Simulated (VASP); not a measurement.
# Si (P6_3/mmc) in VASP: notebook

The runs below take Si through single point, with BLYP, RPBE, LDA, revPBE.

Everything below comes from runs of VASP 6.6.1. Logs are shortened: lines on timing, memory, paths and dates and some standing lists are left out, and cuts for length are marked.

## (1) The cell of the first run

Symmetry: P6_3/mmc, No. 194, hexagonal system. Conventional cell: a = 3.831 Å, b = 3.831 Å, c = 6.333 Å, α = 90.00°, β = 90.00°, γ = 120.00°. Within 3.1 Å of Si (site symmetry 3m) lie 4 Si at 2.35 to 2.37 Å.

This isn't the form of Si at room conditions, which is diamond.

## (2) Single point, BLYP

File INCAR:

```
SYSTEM = Si
PREC     = Accurate       ! precision mode
ENCUT    = 500            ! plane-wave cutoff, eV
EDIFF    = 1E-6           ! SCF threshold, eV
ISMEAR   = -1             ! smearing method
SIGMA    = 0.1            ! smearing width, eV
LREAL    = .FALSE.        ! projectors in reciprocal space
LASPH    = .TRUE.         ! aspherical terms in the spheres
NELM     = 120            ! most SCF steps
ALGO     = Normal         ! electronic algorithm
ISIF     = 2              ! what is computed and relaxed
LWAVE    = .FALSE.        ! write WAVECAR
LCHARG   = .FALSE.        ! write CHGCAR
GGA      = B5             ! functional
ALDAX    = 1.0          
AGGAX    = 1.0          
AGGAC    = 1.0          
ALDAC    = 0.0          
NBANDS   = 16             ! bands
GGA_COMPAT= .FALSE.
```

File KPOINTS:

```
regular mesh
0
G
  8 8 4
  0 0 0
```

File POSCAR:

```
Si
1.0
    3.8313174600      0.0000000000      0.0000000000
   -1.9156587300      3.3180182500      0.0000000000
    0.0000000000      0.0000000000      6.3326220000
Si
4
Direct
    0.3333333333      0.6666666667      0.0630095000
    0.6666666667      0.3333333333      0.5630095000
    0.3333333333      0.6666666667      0.4369905000
    0.6666666667      0.3333333333      0.9369905000
```

Potentials or basis: VASP PAW PBE potentials, release 64 (Si).

Run with:

```console
> cat potpaw_PBE.64/Si/POTCAR > POTCAR
> mpirun -np 1 vasp_std > vasp.out
```

OUTCAR:

```text
SYSTEM = Si
   PREC = Accurate
   ENCUT = 500
   EDIFF = 1E-6
   ISMEAR = -1
   LREAL = .FALSE.
   LASPH = .TRUE.
   NELM = 120
   ISIF = 2
   GGA = B5

 ion  position               nearest neighbor table
   1  0.333  0.667  0.063-   4 2.35   4 2.35   4 2.35   3 2.37
   2  0.667  0.333  0.563-   3 2.35   3 2.35   3 2.35   4 2.37
   3  0.333  0.667  0.437-   2 2.35   2 2.35   2 2.35   1 2.37
   4  0.667  0.333  0.937-   1 2.35   1 2.35   1 2.35   2 2.37

  LATTYP: Found a hexagonal cell.
 ALAT       =     3.8313174600
 C/A-ratio  =     1.6528575526

  Lattice vectors:

 A1 = (   3.8313174600,   0.0000000000,   0.0000000000)
 A2 = (  -1.9156587300,   3.3180182500,   0.0000000000)
 A3 = (   0.0000000000,   0.0000000000,   6.3326220000)

Analysis of symmetry for initial positions (statically):
=====================================================================
 Subroutine PRICEL returns:
 Original cell was already a primitive cell.

 Routine SETGRP: Setting up the symmetry group for a
 hexagonal supercell.

 Subroutine GETGRP returns: Found 24 space group operations
 (whereof 12 operations were pure point group operations)
 out of a pool of 24 trial point group operations.

The static configuration has the point symmetry D_3d.
 The point group associated with its full space group is D_6h.

Analysis of symmetry for dynamics (positions and initial velocities):
=====================================================================
 Subroutine PRICEL returns:
 Original cell was already a primitive cell.

 Routine SETGRP: Setting up the symmetry group for a
 hexagonal supercell.

 Subroutine GETGRP returns: Found 24 space group operations
 (whereof 12 operations were pure point group operations)
 out of a pool of 24 trial point group operations.

The dynamic configuration has the point symmetry D_3d.
 The point group associated with its full space group is D_6h.

 Subroutine INISYM returns: Found 24 space group operations
 (whereof 12 operations are pure point group operations),
 and found     1 'primitive' translations

----------------------------------------------------------------------------------------

                                     Primitive cell

  volume of cell :      80.5027

  direct lattice vectors                    reciprocal lattice vectors
     3.831317460  0.000000000  0.000000000     0.261006823  0.150692360  0.000000000
    -1.915658730  3.318018250  0.000000000     0.000000000  0.301384720  0.000000000
     0.000000000  0.000000000  6.332622000     0.000000000  0.000000000  0.157912473

  length of vectors
     3.831317460  3.831317460  6.332622000     0.301384720  0.301384720  0.157912473

  position of ions in fractional coordinates (direct lattice)
     0.333333333  0.666666667  0.063009500
     0.666666667  0.333333333  0.563009500
     0.333333333  0.666666667  0.436990500
     0.666666667  0.333333333  0.936990500

  ion indices of the primitive-cell ions
   primitive index   ion index
                 1           1
                 2           2
                 3           3
                 4           4

----------------------------------------------------------------------------------------

 KPOINTS: regular mesh

Automatic generation of k-mesh.
 Grid dimensions read from file:
 generate k-points for:    8    8    4

 Generating k-lattice:

  Cartesian coordinates                     Fractional coordinates (reciprocal lattice)
     0.032625853  0.018836545  0.000000000     0.125000000  0.000000000  0.000000000
     0.000000000  0.037673090  0.000000000     0.000000000  0.125000000  0.000000000
     0.000000000  0.000000000  0.039478118     0.000000000  0.000000000  0.250000000

  Length of vectors
     0.037673090  0.037673090  0.039478118

  Shift w.r.t. Gamma in fractional coordinates (k-lattice)
     0.000000000  0.000000000  0.000000000

 Subroutine IBZKPT returns following result:
 ===========================================

 Found     30 irreducible k-points:

 Following reciprocal coordinates:
            Coordinates               Weight
  0.000000  0.000000  0.000000      1.000000
  0.125000  0.000000  0.000000      6.000000
  0.250000  0.000000  0.000000      6.000000
  0.375000 -0.000000  0.000000      6.000000
  0.500000  0.000000  0.000000      3.000000
  0.125000  0.125000  0.000000      6.000000
[... 16 lines left out ...]
  0.250000  0.000000  0.500000      6.000000
  0.375000 -0.000000  0.500000      6.000000
 [... further k-points ...]
   k-points           NKPTS =     30   k-points in BZ     NKDIM =     30   number of bands    NBANDS=     16
   number of dos      NEDOS =    301   number of ions     NIONS =      4
   total plane-waves  NPLWV =  37632
   dimension x,y,z NGX =    28 NGY =   28 NGZ =   48
   dimension x,y,z NGXF=    56 NGYF=   56 NGZF=   96
   ions per type =               4
   NGX,Y,Z   is equivalent  to a cutoff of  12.15, 12.15, 12.60 a.u.
   NGXF,Y,Z  is equivalent  to a cutoff of  24.30, 24.30, 25.20 a.u.
 SYSTEM =  Si
   PREC   = accura    normal or accurate (medium, high low for compatibility)
   ISTART =      0    job   : 0-new  1-cont  2-samecut
   ICHARG =      2    charge: 1-file 2-atom 10-const
   ISPIN  =      1    spin polarized calculation?
   LNONCOLLINEAR =      F non collinear calculations
   LSORBIT =      F    spin-orbit coupling
   LASPH  =      T    aspherical Exc in radial PAW
   ENCUT  =  500.0 eV  36.75 Ry    6.06 a.u.   6.99  6.99 11.55*2*pi/ulx,y,z
   NELM   =    120;   NELMIN=  2; NELMDL= -5     # of ELM steps
   EDIFF  = 0.1E-05   stopping-criterion for ELM
   LREAL  =      F    real-space projection
[... 7 lines left out ...]
   TEBEG  =    0.0;   TEEND  =   0.0 temperature during run
   PSTRESS=    0.0 pullay stress
   NELECT =      16.0000    total number of electrons
   NUPDOWN=      -1.0000    fix difference up-down
   EMIN   =  10.00;   EMAX   =-10.00  energy-range for DOS
   EFERMI =   0.00;   METHOD = LEGACY
   ISMEAR =    -1;   SIGMA  =   0.10  broadening in eV -4-tet -1-fermi 0-gaus
   EFERMI_NEDOS =   21; number of points for ismear=-14 and -15
   IALGO  =     38    algorithm
   IMIX   =      4    mixing-type and parameters
     AMIX     =   0.40;   BMIX     =  1.00
     AMIX_MAG =   1.60;   BMIX_MAG =  1.00
  volume/ion in A,a.u.               =      20.13       135.81
  Fermi-wavevector in a.u.,A,eV,Ry     =   0.955384  1.805414 12.418837  0.912759
  Thomas-Fermi vector in A             =   2.084217
   LORBIT       =      0    0 simple, 1 ext, 2 COOP (PROOUT), +10 PAW based schemes
   GGA     = B5    functional components
   LHFCALC =     F    Hartree Fock is set to
   AEXX    =    0.0000 exact exchange contribution
   IVDW    =     0    specifies the selected vdW correction
   LEPSILON=     F    determine dielectric tensor
   LRPA    =     F    only Hartree local field effects (RPA)
 non-spin polarized calculation
  energy-cutoff  :      500.00
  volume of cell :       80.50
 maximum number of plane-waves:      2063
 NGX is ok and might be reduce to    28
   NGX = 13   NGY = 13   NGZ = 23

 number of electron      15.9999999 magnetization

 Free energy of the ion-electron system (eV)
  ---------------------------------------------------
  ext. energy  EPLUGINS =         0.00000000
  ---------------------------------------------------
  free energy    TOTEN  =       -18.86043929 eV

  energy without entropy =      -18.85918525  energy(sigma->0) =      -18.85981227

 E-fermi :   6.6865     XC(G=0):  -8.7260

 val. band max:        6.4097346563   @ k =   0.0000   0.0000   0.0000
 cond. band min:       7.0684778934   @ k =   0.5000   0.0000   0.0000
 fundamental gap:      0.6587432371
 Fermi energy:         6.6864815150

 k-point     1 :       0.0000    0.0000    0.0000
  band No.  band energies     occupation
      1      -5.6813      2.00000
      2      -3.4395      2.00000
      3      -0.6799      2.00000
      4       4.9384      2.00000
      5       4.9384      2.00000
      6       6.0737      1.99565
[... 8 lines left out ...]
     15      10.7359      0.00000
     16      12.5895      0.00000

 k-point     2 :       0.1250    0.0000    0.0000
  band No.  band energies     occupation
      1      -5.5015      2.00000
      2      -3.2554      2.00000
      3      -0.5989      2.00000
      4       3.7106      2.00000
      5       4.6075      2.00000
      6       5.2131      2.00000
[... 8 lines left out ...]
     15      11.4281      0.00000
     16      11.6977      0.00000

 k-point     3 :       0.2500    0.0000    0.0000
  band No.  band energies     occupation
      1      -4.9747      2.00000
      2      -2.7133      2.00000
      3      -0.5473      2.00000
      4       2.1397      2.00000
      5       3.2770      2.00000
      6       4.0273      2.00000
[... 8 lines left out ...]
     15      12.7002      0.00000
     16      12.9772      0.00000

 k-point     4 :       0.3750   -0.0000    0.0000
  band No.  band energies     occupation
      1      -4.1657      2.00000
      2      -1.8694      2.00000
      3      -1.2017      2.00000
      4       1.5014      2.00000
      5       1.6824      2.00000
      6       3.5978      2.00000
[... 8 lines left out ...]
     15      13.4486      0.00000
     16      14.1397      0.00000
[... 324 lines left out ...]
 k-point    22 :       0.1250    0.0000    0.5000
  band No.  band energies     occupation
      1      -4.7238      2.00000
      2      -4.7238      2.00000
      3       2.2238      2.00000
      4       2.2238      2.00000
      5       4.4673      2.00000
      6       4.4673      2.00000
[... 8 lines left out ...]
     15      12.3731      0.00000
     16      12.3731      0.00000

 k-point    23 :       0.2500    0.0000    0.5000
  band No.  band energies     occupation
      1      -4.2034      2.00000
      2      -4.2034      2.00000
      3       1.5333      2.00000
      4       1.5333      2.00000
      5       3.6218      2.00000
      6       3.6218      2.00000
[... 8 lines left out ...]
     15      12.6184      0.00000
     16      12.6184      0.00000

 k-point    24 :       0.3750   -0.0000    0.5000
  band No.  band energies     occupation
      1      -3.4189      2.00000
      2      -3.4189      2.00000
      3       0.0955      2.00000
      4       0.0955      2.00000
      5       3.8234      2.00000
      6       3.8234      2.00000
[... 8 lines left out ...]
     15      14.3612      0.00000
     16      14.3612      0.00000

 [... further k-points ...]
[... 5 lines left out ...]
  --------------------------------------------------------------------------------------
  -------------------------------------------------------------------------------------
  Total        2.2742633      2.2742633      2.3253749      0.0000000     -0.0000000      0.0000000
  in kB       45.2627420     45.2627420     46.2799727      0.0000000     -0.0000000      0.0000000
  external PRESSURE =      45.6018189 kB  Pullay stress =       0.0000000 kB

 VOLUME and BASIS-vectors are now :
 -----------------------------------------------------------------------------
  energy-cutoff  :      500.00
  volume of cell :       80.50
      direct lattice vectors                 reciprocal lattice vectors
     3.831317460  0.000000000  0.000000000     0.261006823  0.150692360  0.000000000
    -1.915658730  3.318018250  0.000000000     0.000000000  0.301384720  0.000000000
     0.000000000  0.000000000  6.332622000     0.000000000  0.000000000  0.157912473

 POSITION                                       TOTAL-FORCE (eV/Angst)
 -----------------------------------------------------------------------------------
     -0.00000      2.21201      0.39902        -0.000000      0.000000     -0.002681
      1.91566      1.10601      3.56533         0.000000     -0.000000     -0.002681
     -0.00000      2.21201      2.76730        -0.000000      0.000000      0.002681
      1.91566      1.10601      5.93361         0.000000     -0.000000      0.002681
 -----------------------------------------------------------------------------------
    total drift:                               -0.000000      0.000000     -0.000000

  FREE ENERGIE OF THE ION-ELECTRON SYSTEM (eV)
  ---------------------------------------------------
  free  energy   TOTEN  =       -18.8604392927 eV

  energy  without entropy=      -18.8591852475  energy(sigma->0) =      -18.85981227
```

Run time: 65 s. Hardware: 1 thread of Intel Xeon 8259CL, shared host; peak memory 0.18 GiB.

Results:

* Free energy: -18.8604 eV
* Pressure: 4.6 GPa
* Band gap on the k mesh: 0.66 eV (least direct gap 1.17 eV)

Forces on the atoms (eV/Å):
```
Si   0.000  0.000 -0.003
Si   0.000  0.000 -0.003
Si   0.000  0.000  0.003
Si   0.000  0.000  0.003
```

Stress tensor (GPa, compression positive):
```
4.53 0.00 0.00
0.00 4.53 0.00
0.00 0.00 4.63
```

Caveat: the cell stands under pressure; the PAW data sets were made with another functional, which shifts forces and pressure a little. A k mesh can miss the band edges.

## (3) Single point, RPBE

File INCAR:

```
PREC = Accurate ; ENCUT = 500
EDIFF = 1E-6 ; ISMEAR = -1
SIGMA = 0.1 ; LREAL = False
LASPH = True ; NELM = 120
ALGO = Normal ; ISIF = 2
LWAVE = False ; LCHARG = True
GGA = RP ; LELF = True
LVHAR = True ; NBANDS = 16
GGA_COMPAT = False
```

File KPOINTS:

```
regular mesh
0
Gamma
  8 8 4
```

POSCAR is that of step 2.

Potentials or basis: VASP PAW PBE potentials, release 64 (Si).

Run with:

```console
> cat potpaw_PBE.64/Si/POTCAR > POTCAR
> mpirun -np 1 vasp_std > vasp.out
```

It took 62 s on 1 thread of Intel Xeon 8259CL, shared host; peak memory 0.18 GiB.

The run converged. Its results:

* Free energy: -20.5819 eV
* Pressure: 2.8 GPa
* Largest force: 0.004 eV/Å
* Band gap on the k mesh: 0.48 eV (least direct gap 1.10 eV)

Forces on the atoms (eV/Å):
```
Si   0.000  0.000 -0.004
Si   0.000  0.000 -0.004
Si   0.000  0.000  0.004
Si   0.000  0.000  0.004
```

Stress tensor (GPa, compression positive):
```
2.81 0.00 0.00
0.00 2.81 0.00
0.00 0.00 2.70
```

Levels at points of the mesh, in eV from the valence-band top:
```tsv
k point	band 6	band 7	band 8	band 9	band 10	band 11
(0.00, 0.00, 0.00)	-0.35	0.00	0.00	1.10	2.01	2.01
(0.50, 0.00, 0.00)	-3.05	-2.96	-1.44	0.48	2.39	3.04
(0.00, 0.00, 0.50)	-0.93	-0.93	-0.93	1.87	1.87	2.98
(0.50, 0.00, 0.50)	-2.45	-2.41	-2.41	0.99	0.99	1.69
```

Caveat: the PAW data sets were made with another functional, which shifts forces and pressure a little. A k mesh can miss the band edges.

## (4) Single point, LDA

File INCAR:

```
SYSTEM = Si
ALGO = Normal
EDIFF = 1E-6
ENCUT = 500
GGA_COMPAT = .FALSE.
ISIF = 2
ISMEAR = -1
LASPH = .TRUE.
LCHARG = .FALSE.
LREAL = .FALSE.
LWAVE = .FALSE.
NBANDS = 16
NELM = 120
PREC = Accurate
SIGMA = 0.1
```

File KPOINTS:

```
k-points
0
G
  8 8 4
  0 0 0
```

POSCAR is that of step 3.

Potentials or basis: VASP PAW LDA potentials, release 64 (Si).

Run with:

```console
> cat potpaw_LDA.64/Si/POTCAR > POTCAR
> mpirun -np 1 vasp_std > vasp.out
```

Run time: 52 s. Hardware: 1 thread of Intel Xeon 8259CL, shared host; peak memory 0.16 GiB.

The run converged. Its results:

```yaml
Free_energy: -23.7871 eV
Pressure: -2.0 GPa
Largest_force: 0.011 eV/Å
Band_gap_on_the_k_mesh: 0.31 eV (least direct gap 0.93 eV)
```

Forces on the atoms (eV/Å):
```
Si   0.000  0.000 -0.011
Si   0.000  0.000 -0.011
Si   0.000  0.000  0.011
Si   0.000  0.000  0.011
```

Levels at points of the mesh, in eV from the valence-band top:
```csv
k point,band 5,band 6,band 7,band 8,band 9,band 10,band 11,band 12
"(0.00, 0.00, 0.00)",-1.51,-0.35,0.00,0.00,0.93,1.96,1.96,2.28
"(0.50, 0.00, 0.00)",-4.68,-3.05,-3.01,-1.43,0.31,2.26,2.90,3.07
"(0.00, 0.00, 0.50)",-0.92,-0.92,-0.92,-0.92,1.71,1.71,2.94,2.94
"(0.50, 0.00, 0.50)",-2.46,-2.46,-2.42,-2.42,0.81,0.81,1.59,1.59
```

## (5) Single point, revPBE

File INCAR:

```
SYSTEM = Si
PREC = Accurate
ENCUT = 500
EDIFF = 1E-6
ISMEAR = -1
SIGMA = 0.1
LREAL = .FALSE.
LASPH = .TRUE.
NELM = 120
ALGO = Normal
ISIF = 2
LWAVE = .FALSE.
LCHARG = .FALSE.
GGA = RE
NBANDS = 16
GGA_COMPAT = .FALSE.
```

File KPOINTS:

```
regular mesh
0
G
  8 8 4
  0 0 0
```

POSCAR is that of step 4.

Potentials or basis: VASP PAW PBE potentials, release 64 (Si).

Run with:

```console
> cat potpaw_PBE.64/Si/POTCAR > POTCAR
> mpirun -np 1 vasp_std > vasp.out
```

It took 61 s on 1 thread of Intel Xeon 8259CL, shared host; peak memory 0.18 GiB.

It converged, with:

* Free energy: -20.7999 eV
* Pressure: 2.4 GPa
* Largest force: 0.005 eV/Å
* Band gap on the k mesh: 0.46 eV (least direct gap 1.08 eV)

Forces on the atoms (eV/Å):
```
Si   0.000  0.000 -0.005
Si   0.000  0.000 -0.005
Si   0.000  0.000  0.005
Si   0.000  0.000  0.005
```

Stress tensor (GPa, compression positive):
```
2.44 0.00 0.00
0.00 2.44 0.00
0.00 0.00 2.34
```

Levels at points of the mesh, in eV from the valence-band top:
```tsv
k point	band 6	band 7	band 8	band 9	band 10	band 11
(0.00, 0.00, 0.00)	-0.35	0.00	0.00	1.08	2.01	2.01
(0.50, 0.00, 0.00)	-3.05	-2.97	-1.44	0.46	2.38	3.03
(0.00, 0.00, 0.50)	-0.93	-0.93	-0.93	1.85	1.85	2.98
(0.50, 0.00, 0.50)	-2.45	-2.42	-2.42	0.97	0.97	1.68
```

Caveat: the PAW data sets were made with another functional, which shifts forces and pressure a little. A k mesh can miss the band edges.

## (6) The runs side by side

| level | potentials or basis | gap on the mesh (eV) | pressure (GPa) |
| --- | --- | --- | --- |
| BLYP | VASP PAW PBE potentials, release 64 (Si) | 0.66 | 4.6 |
| RPBE | VASP PAW PBE potentials, release 64 (Si) | 0.48 | 2.8 |
| LDA | VASP PAW LDA potentials, release 64 (Si) | 0.31 | -2.0 |
| revPBE | VASP PAW PBE potentials, release 64 (Si) | 0.46 | 2.4 |

Alike in all rows: task single point; no spin polarisation; cell as given; k mesh 8 × 8 × 4; cutoff (eV) 500; smearing fermi-dirac 0.1 eV.

Caveats: the PAW data sets were made with another functional, which shifts forces and pressure a little (at least some runs); the cell stands under pressure (at least some runs).

Total energies depend on the potentials used, so only differences within one code and one set of settings carry meaning.
